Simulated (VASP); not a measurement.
# TiTe2 (P-3m1) in VASP: further runs

The runs below take TiTe2 through single point, with PBEsol.

All numbers are computed with VASP 6.6.1; they aren't measurements. Logs are shortened: lines on timing, memory, paths and dates and some standing lists are left out, and cuts for length are marked.

**1. The cell of the first run**

It takes space group P-3m1 (No. 164, trigonal). The conventional cell has a = 3.777 Å, b = 3.777 Å, c = 6.498 Å, α = 90.00°, β = 90.00°, γ = 120.00°. Ti (site symmetry -3m) has 6 Te at 2.77 Å within 3.7 Å. Te (site symmetry 3m) has 3 Ti at 2.77 Å within 3.7 Å.

**2. Single point, PBEsol**

Contents of INCAR:

```
SYSTEM = TiTe2
ALGO = Normal
EDIFF = 1E-6
ENCUT = 520
GGA = PS
ISIF = 2
ISMEAR = 0
LASPH = .TRUE.
LCHARG = .TRUE.
LELF = .TRUE.
LREAL = .FALSE.
LVHAR = .TRUE.
LWAVE = .FALSE.
NBANDS = 19
NELM = 80
PREC = Accurate
SIGMA = 0.1
```

Contents of KPOINTS:

```
k-points
0
G
  6 6 4
  0 0 0
```

Contents of POSCAR:

```
TiTe2
1.0
    3.7770000000      0.0000000000      0.0000000000
   -1.8885000000      3.2709779501      0.0000000000
    0.0000000000      0.0000000000      6.4980000000
Ti Te
1 2
Direct
    0.0000000000      0.0000000000      0.0000000000
    0.6666666667      0.3333333333      0.2628000000
    0.3333333333      0.6666666667      0.7372000000
```

Potentials or basis: VASP PAW PBE potentials, release 64 (Ti_sv, Te).

Launch:

```bash
$ cat potpaw_PBE.64/Ti_sv/POTCAR potpaw_PBE.64/Te/POTCAR > POTCAR
$ mpirun -np 1 vasp_std > vasp.out
```

OUTCAR:

```text
SYSTEM = TiTe2
   EDIFF = 1E-6
   ENCUT = 520
   GGA = PS
   ISIF = 2
   ISMEAR = 0
   LASPH = .TRUE.
   LREAL = .FALSE.
   NELM = 80
   PREC = Accurate

 ion  position               nearest neighbor table
   1  0.000  0.000  0.000-   2 2.77   3 2.77   2 2.77   3 2.77   2 2.77   3 2.77
   2  0.667  0.333  0.263-   1 2.77   1 2.77   1 2.77
   3  0.333  0.667  0.737-   1 2.77   1 2.77   1 2.77

  LATTYP: Found a hexagonal cell.
 ALAT       =     3.7770000000
 C/A-ratio  =     1.7204130262

  Lattice vectors:

 A1 = (   3.7770000000,   0.0000000000,   0.0000000000)
 A2 = (  -1.8885000000,   3.2709779501,   0.0000000000)
 A3 = (   0.0000000000,   0.0000000000,   6.4980000000)

Analysis of symmetry for initial positions (statically):
=====================================================================
 Subroutine PRICEL returns:
 Original cell was already a primitive cell.

 Routine SETGRP: Setting up the symmetry group for a
 hexagonal supercell.

 Subroutine GETGRP returns: Found 12 space group operations
 (whereof 12 operations were pure point group operations)
 out of a pool of 24 trial point group operations.

The static configuration has the point symmetry D_3d.

Analysis of symmetry for dynamics (positions and initial velocities):
=====================================================================
 Subroutine PRICEL returns:
 Original cell was already a primitive cell.

 Routine SETGRP: Setting up the symmetry group for a
 hexagonal supercell.

 Subroutine GETGRP returns: Found 12 space group operations
 (whereof 12 operations were pure point group operations)
 out of a pool of 24 trial point group operations.

The dynamic configuration has the point symmetry D_3d.

 Subroutine INISYM returns: Found 12 space group operations
 (whereof 12 operations are pure point group operations),
 and found     1 'primitive' translations

----------------------------------------------------------------------------------------

                                     Primitive cell

  volume of cell :      80.2794

[... 73 lines left out ...]
   total plane-waves  NPLWV =  37632
   dimension x,y,z NGX =    28 NGY =   28 NGZ =   48
   dimension x,y,z NGXF=    56 NGYF=   56 NGZF=   96
   ions per type =               1   2
   NGX,Y,Z   is equivalent  to a cutoff of  12.32, 12.32, 12.28 a.u.
   NGXF,Y,Z  is equivalent  to a cutoff of  24.65, 24.65, 24.56 a.u.
 SYSTEM =  TiTe2
   PREC   = accura    normal or accurate (medium, high low for compatibility)
   ISTART =      0    job   : 0-new  1-cont  2-samecut
   ICHARG =      2    charge: 1-file 2-atom 10-const
   ISPIN  =      1    spin polarized calculation?
   LNONCOLLINEAR =      F non collinear calculations
   LSORBIT =      F    spin-orbit coupling
   LASPH  =      T    aspherical Exc in radial PAW
   ENCUT  =  520.0 eV  38.22 Ry    6.18 a.u.   7.02  7.02 12.08*2*pi/ulx,y,z
   NELM   =     80;   NELMIN=  2; NELMDL= -5     # of ELM steps
   EDIFF  = 0.1E-05   stopping-criterion for ELM
   LREAL  =      F    real-space projection
[... 7 lines left out ...]
   TEBEG  =    0.0;   TEEND  =   0.0 temperature during run
   PSTRESS=    0.0 pullay stress
   NELECT =      24.0000    total number of electrons
   NUPDOWN=      -1.0000    fix difference up-down
   EMIN   =  10.00;   EMAX   =-10.00  energy-range for DOS
   EFERMI =   0.00;   METHOD = LEGACY
   ISMEAR =     0;   SIGMA  =   0.10  broadening in eV -4-tet -1-fermi 0-gaus
   EFERMI_NEDOS =   21; number of points for ismear=-14 and -15
   IALGO  =     38    algorithm
   IMIX   =      4    mixing-type and parameters
     AMIX     =   0.40;   BMIX     =  1.00
     AMIX_MAG =   1.60;   BMIX_MAG =  1.00
  volume/ion in A,a.u.               =      26.76       180.58
  Fermi-wavevector in a.u.,A,eV,Ry     =   1.094655  2.068597 16.303438  1.198269
  Thomas-Fermi vector in A             =   2.230964
   LORBIT       =      0    0 simple, 1 ext, 2 COOP (PROOUT), +10 PAW based schemes
   GGA     = PS    functional components
   LHFCALC =     F    Hartree Fock is set to
   AEXX    =    0.0000 exact exchange contribution
   IVDW    =     0    specifies the selected vdW correction
   LEPSILON=     F    determine dielectric tensor
   LRPA    =     F    only Hartree local field effects (RPA)
 non-spin polarized calculation
 Gauss-broadening in eV      SIGMA  =   0.10
  energy-cutoff  :      520.00
  volume of cell :       80.28
 maximum number of plane-waves:      2181
   NGX = 13   NGY = 13   NGZ = 25

 number of electron      23.9999998 magnetization

 Free energy of the ion-electron system (eV)
  ---------------------------------------------------
  ext. energy  EPLUGINS =         0.00000000
  ---------------------------------------------------
  free energy    TOTEN  =       -17.51476450 eV

  energy without entropy =      -17.50790336  energy(sigma->0) =      -17.51133393

 E-fermi :   6.6593     XC(G=0): -10.0054

 val. band max:        6.6310675438   @ k =   0.5000  -0.0000   0.2500
 cond. band min:       6.6962360979   @ k =   0.5000  -0.0000   0.0000
 fundamental gap:      0.0651685541
 Fermi energy:         6.6593055078

 k-point     1 :       0.0000    0.0000    0.0000
  band No.  band energies     occupation
      1     -50.5425      2.00000
      2     -26.8975      2.00000
      3     -26.8975      2.00000
      4     -26.8692      2.00000
      5      -5.7367      2.00000
      6      -4.2280      2.00000
[... 505 lines left out ...]
      6      -3.6814      2.00000
[... 11 lines left out ...]
     18      12.3077      0.00000
     19      12.3077      0.00000

------------------------ aborting loop because EDIFF is reached ----------------------------------------

  FORCE on cell =-STRESS in cart. coord.  units (eV):
  Direction    XX          YY          ZZ          XY          YZ          ZX
  --------------------------------------------------------------------------------------
  -------------------------------------------------------------------------------------
  Total       -1.2024285     -1.2024285     -1.1158700      0.0000000      0.0000000      0.0000000
  in kB      -23.9974739    -23.9974739    -22.2699833      0.0000000      0.0000000      0.0000000
  external PRESSURE =     -23.4216437 kB  Pullay stress =       0.0000000 kB

 VOLUME and BASIS-vectors are now :
 -----------------------------------------------------------------------------
  energy-cutoff  :      520.00
  volume of cell :       80.28
      direct lattice vectors                 reciprocal lattice vectors
     3.777000000  0.000000000  0.000000000     0.264760392  0.152859484  0.000000000
    -1.888500000  3.270977950  0.000000000     0.000000000  0.305718967  0.000000000
     0.000000000  0.000000000  6.498000000     0.000000000  0.000000000  0.153893506

 POSITION                                       TOTAL-FORCE (eV/Angst)
 -----------------------------------------------------------------------------------
      0.00000      0.00000      0.00000         0.000000      0.000000      0.000000
      1.88850      1.09033      1.70767        -0.000000     -0.000000     -0.162907
     -0.00000      2.18065      4.79033         0.000000      0.000000      0.162907
 -----------------------------------------------------------------------------------
    total drift:                                0.000000     -0.000000     -0.000000

  FREE ENERGIE OF THE ION-ELECTRON SYSTEM (eV)
  ---------------------------------------------------
  free  energy   TOTEN  =       -17.5147645000 eV

  energy  without entropy=      -17.5079033591  energy(sigma->0) =      -17.51133393
```

OSZICAR:

```text
N       E                     dE             d eps       ncg     rms          rms(c)
DAV:   1     0.178692517391E+03    0.17869E+03   -0.10729E+04   912   0.118E+03
DAV:   2    -0.348821015371E+01   -0.18218E+03   -0.17699E+03   945   0.299E+02
DAV:   3    -0.193247743435E+02   -0.15837E+02   -0.15202E+02  1388   0.830E+01
DAV:   4    -0.198874469139E+02   -0.56267E+00   -0.56026E+00  1187   0.145E+01
DAV:   5    -0.199034514613E+02   -0.16005E-01   -0.15993E-01  1310   0.251E+00    0.123E+01
DAV:   6    -0.199131540638E+02   -0.97026E-02   -0.38100E+01  1028   0.383E+01    0.145E+01
DAV:   7    -0.178158922351E+02    0.20973E+01   -0.33281E+01  1140   0.325E+01    0.548E+00
DAV:   8    -0.175194131861E+02    0.29648E+00   -0.15387E+00  1088   0.866E+00    0.164E+00
DAV:   9    -0.175367907386E+02   -0.17378E-01   -0.25244E-01  1173   0.315E+00    0.156E+00
DAV:  10    -0.175162599274E+02    0.20531E-01   -0.22307E-01  1076   0.334E+00    0.738E-01
DAV:  11    -0.175152716275E+02    0.98830E-03   -0.23899E-02  1042   0.116E+00    0.366E-01
DAV:  12    -0.175148181309E+02    0.45350E-03   -0.44604E-03  1078   0.475E-01    0.229E-01
DAV:  13    -0.175147707721E+02    0.47359E-04   -0.19060E-04  1055   0.115E-01    0.418E-02
DAV:  14    -0.175147694659E+02    0.13062E-05   -0.10146E-05  1132   0.225E-02    0.354E-02
DAV:  15    -0.175147649109E+02    0.45550E-05   -0.11980E-05  1075   0.261E-02    0.964E-03
DAV:  16    -0.175147645000E+02    0.41089E-06   -0.21732E-06   774   0.959E-03
   1 F= -.17514765E+02 E0= -.17511334E+02  d E =-.686114E-02
```

stdout:

```text
POSCAR found type information on POSCAR TiTe
 POSCAR found :  2 types and       3 ions
 scaLAPACK will be used
 -----------------------------------------------------------------------------
|                                                                             |
|                                                                             |
|     You enforced a specific xc type in the INCAR file but a different       |
|     I HOPE YOU KNOW WHAT YOU ARE DOING!                                     |
|                                                                             |
 -----------------------------------------------------------------------------

 LDA part: xc-table for (Slater+PW92), standard interpolation
 POSCAR, INCAR and KPOINTS ok, starting setup
 FFT: planning ... GRIDC
 FFT: planning ... GRID_SOFT
 FFT: planning ... GRID
 WAVECAR not read
 entering main loop
```

It took 61 s on 1 thread of AMD EPYC 7R43 (Zen 3), shared host; peak memory 0.16 GiB.

What came out:

* Free energy: -17.5148 eV
* Pressure: -2.3 GPa
* Largest force: 0.163 eV/Å
* Band gap on the k mesh: zero (band 12 reaches 7.08 eV, above the bottom of band 13 at 6.40 eV)

Forces in eV/Å, atoms in the order of the input:
```
Ti   0.000  0.000  0.000
Te   0.000  0.000 -0.163
Te   0.000  0.000  0.163
```

Caveat: the PAW data sets were made with another functional, which shifts forces and pressure a little; spin-orbit coupling is left out, which moves the levels of the heavy elements; this functional lacks dispersion, which binds the layers, so the pressure and a relaxed spacing across them are unreliable.

**3. Single point, PBEsol (volume scaled by 0.94, then relaxed in part)**

Contents of INCAR:

```
  ALGO = Normal
  EDIFF = 1E-6
  ENCUT = 520
  GGA = PS
  ISIF = 2
  ISMEAR = 0
  LASPH = T
  LCHARG = F
  LREAL = F
  LWAVE = F
  NBANDS = 19
  NELM = 80
  PREC = Accurate
  SIGMA = 0.1
```

Contents of KPOINTS:

```
k-points
0
Gamma
  12 12 8
```

Contents of POSCAR:

```
TiTe2
1.0
    3.6355013426      0.0000000000      0.0000000000
   -1.8177506713      3.1484365182      0.0000000000
    0.0000000000      0.0000000000      6.2615449255
Ti Te
1 2
Direct
    0.0000000000      0.0000000000      0.0000000000
    0.6666666667      0.3333333333      0.2759906700
    0.3333333333      0.6666666667      0.7240093300
```

Potentials or basis: VASP PAW PBE potentials, release 64 (Ti_sv, Te).

Launch:

```bash
$ cat potpaw_PBE.64/Ti_sv/POTCAR potpaw_PBE.64/Te/POTCAR > POTCAR
$ mpirun -np 1 vasp_std > vasp.out
```

Run time: 4.5 min. Hardware: 1 thread of AMD EPYC 7R43 (Zen 3), shared host; peak memory 0.27 GiB.

Results (log left out):

| Property | Result |
| --- | --- |
| Free energy | -17.5060 eV |
| Pressure | 2.8 GPa |
| Largest force | 0.014 eV/Å |
| Band gap on the k mesh | zero (band 12 reaches 8.63 eV, above the bottom of band 13 at 7.74 eV) |

Forces in eV/Å, atoms in the order of the input:
```
Ti   0.000  0.000  0.000
Te   0.000  0.000  0.014
Te   0.000  0.000 -0.014
```

Levels at points of the mesh, in eV from the Fermi level:
| k point | band 9 | band 10 | band 11 | band 12 | band 13 | band 14 | band 15 | band 16 |
| --- | --- | --- | --- | --- | --- | --- | --- | --- |
| (0.00, 0.00, 0.00) | -1.59 | 0.17 | 0.49 | 0.49 | 0.93 | 1.47 | 1.47 | 3.21 |
| (0.50, 0.00, 0.00) | -3.10 | -2.64 | -1.71 | -1.23 | -0.08 | 1.41 | 1.77 | 2.50 |
| (0.00, 0.00, 0.50) | -1.47 | -1.47 | 0.47 | 0.47 | 0.94 | 0.94 | 1.20 | 3.91 |
| (0.50, 0.00, 0.50) | -2.71 | -2.17 | -0.84 | -0.50 | -0.34 | 1.40 | 1.78 | 2.64 |

Caveat: the cell differs from its parent crystal (volume scaled by 0.94, then relaxed in part); the PAW data sets were made with another functional, which shifts forces and pressure a little; spin-orbit coupling is left out, which moves the levels of the heavy elements.

**4. Single point, PBEsol (volume scaled by 0.97, then relaxed in part)**

Contents of INCAR:

```
ALGO = Normal
EDIFF = 1E-6
ENCUT = 520
GGA = PS
ISIF = 2
ISMEAR = 0
LASPH = True
LCHARG = True
LELF = True
LREAL = False
LVHAR = True
LWAVE = False
NBANDS = 19
NELM = 60
PREC = Accurate
SIGMA = 0.1
```

KPOINTS is that of step 3.

Contents of POSCAR:

```
TiTe2
1.0
    3.6693465693      0.0000000000      0.0000000000
   -1.8346732847      3.1777473443      0.0000000000
    0.0000000000      0.0000000000      6.3427345312
Ti Te
1 2
Direct
    0.0000000000      0.0000000000      0.0000000000
    0.6666666667      0.3333333333      0.2719782339
    0.3333333333      0.6666666667      0.7280217661
```

Launch:

```bash
$ cat potpaw_PBE.64/Ti_sv/POTCAR potpaw_PBE.64/Te/POTCAR > POTCAR
$ mpirun -np 1 vasp_std > vasp.out
```

Wall time 4.6 min (1 thread of AMD EPYC 7R43 (Zen 3), shared host); peak memory 0.27 GiB.

The run converged. Its results:

```yaml
Free_energy: -17.5349 eV
Pressure: 1.3 GPa
Largest_force: 0.012 eV/Å
Band_gap_on_the_k_mesh: zero (band 12 reaches 8.18 eV, above the bottom of band 13 at 7.31 eV)
```

Forces on the atoms (eV/Å):
```
Ti   0.000  0.000  0.000
Te   0.000  0.000  0.012
Te   0.000  0.000 -0.012
```

Levels at points of the mesh, in eV from the Fermi level:
```csv
k point,band 10,band 11,band 12,band 13,band 14,band 15
"(0.00, 0.00, 0.00)",0.21,0.46,0.46,0.78,1.37,1.37
"(0.50, 0.00, 0.00)",-2.58,-1.72,-1.17,-0.06,1.34,1.69
"(0.00, 0.00, 0.50)",-1.50,0.45,0.45,0.92,0.92,1.13
"(0.50, 0.00, 0.50)",-2.11,-0.90,-0.45,-0.41,1.33,1.69
```

Caveat: the cell differs from its parent crystal (volume scaled by 0.97, then relaxed in part); the PAW data sets were made with another functional, which shifts forces and pressure a little; spin-orbit coupling is left out, which moves the levels of the heavy elements; this functional lacks dispersion, which binds the layers, so the pressure and a relaxed spacing across them are unreliable.

**5. Single point, PBEsol**

This run uses another cell than the first one, of 25.42 Å³/atom, 0.950 times its volume.

Contents of INCAR:

```
  PREC = Accurate
  ENCUT = 520
  EDIFF = 1E-6
  ISMEAR = 0
  SIGMA = 0.1
  LREAL = F
  LASPH = T
  NELM = 100
  ALGO = Normal
  ISIF = 2
  LWAVE = F
  LCHARG = F
  GGA = PS
  NBANDS = 19
```

Contents of KPOINTS:

```
Automatic mesh
0
Gamma
  12 12 8
```

Contents of POSCAR:

```
TiTe2
1.0
    3.6961233324      0.0000000000      0.0000000000
   -1.8480616662      3.2009367014      0.0000000000
    0.0000000000      0.0000000000      6.4445019192
Ti Te
1 2
Direct
    0.0000000000      0.0000000000      0.0000000000
    0.6666666667      0.3333333333      0.2673356116
    0.3333333333      0.6666666667      0.7326643884
```

Launch:

```bash
$ cat potpaw_PBE.64/Ti_sv/POTCAR potpaw_PBE.64/Te/POTCAR > POTCAR
$ mpirun -np 1 vasp_std > vasp.out
```

Run time: 4 min. Hardware: 1 thread of AMD EPYC 7R43 (Zen 3), shared host; peak memory 0.28 GiB.

Results (log left out):

- Free energy: -17.5433 eV
- Pressure: 0.0 GPa
- Largest force: 0.019 eV/Å
- Band gap on the k mesh: zero (band 12 reaches 7.77 eV, above the bottom of band 13 at 6.92 eV)

Forces on the atoms (eV/Å):
```
Ti   0.000  0.000  0.000
Te   0.000  0.000  0.019
Te   0.000  0.000 -0.019
```

Levels at points of the mesh, in eV from the Fermi level:
| k point | band 10 | band 11 | band 12 | band 13 | band 14 | band 15 |
| --- | --- | --- | --- | --- | --- | --- |
| (0.00, 0.00, 0.00) | 0.23 | 0.44 | 0.44 | 0.61 | 1.30 | 1.30 |
| (0.50, 0.00, 0.00) | -2.52 | -1.73 | -1.10 | -0.04 | 1.28 | 1.63 |
| (0.00, 0.00, 0.50) | -1.52 | 0.43 | 0.43 | 0.93 | 0.93 | 1.07 |
| (0.50, 0.00, 0.50) | -2.05 | -0.97 | -0.48 | -0.40 | 1.28 | 1.62 |

Caveat: the PAW data sets were made with another functional, which shifts forces and pressure a little; spin-orbit coupling is left out, which moves the levels of the heavy elements; this functional lacks dispersion, which binds the layers, so the pressure and a relaxed spacing across them are unreliable.

**6. Summary**

```csv
cell,k mesh,gap on the mesh (eV),pressure (GPa),largest force (eV/Å)
"a = 3.777, b = 3.777, c = 6.498 Å, angles 90.0, 90.0, 120.0°, 3 atoms",6 × 6 × 4,none,-2.3,0.16
"a = 3.636, b = 3.636, c = 6.262 Å, angles 90.0, 90.0, 120.0°, 3 atoms",12 × 12 × 8,none,2.8,0.01
"a = 3.669, b = 3.669, c = 6.343 Å, angles 90.0, 90.0, 120.0°, 3 atoms",12 × 12 × 8,none,1.3,0.01
"a = 3.696, b = 3.696, c = 6.445 Å, angles 90.0, 90.0, 120.0°, 3 atoms",12 × 12 × 8,none,0.0,0.02
```

Alike in all rows: task single point; level PBEsol; potentials or basis VASP PAW PBE potentials, release 64 (Ti_sv, Te); no spin polarisation; cutoff (eV) 520; smearing gaussian 0.1 eV.

Caveats: the PAW data sets were made with another functional, which shifts forces and pressure a little; spin-orbit coupling is left out, which moves the levels of the heavy elements; this functional lacks dispersion, which binds the layers, so the pressure and a relaxed spacing across them are unreliable (some runs).

Absolute energies hang on the potentials; compare differences alone.
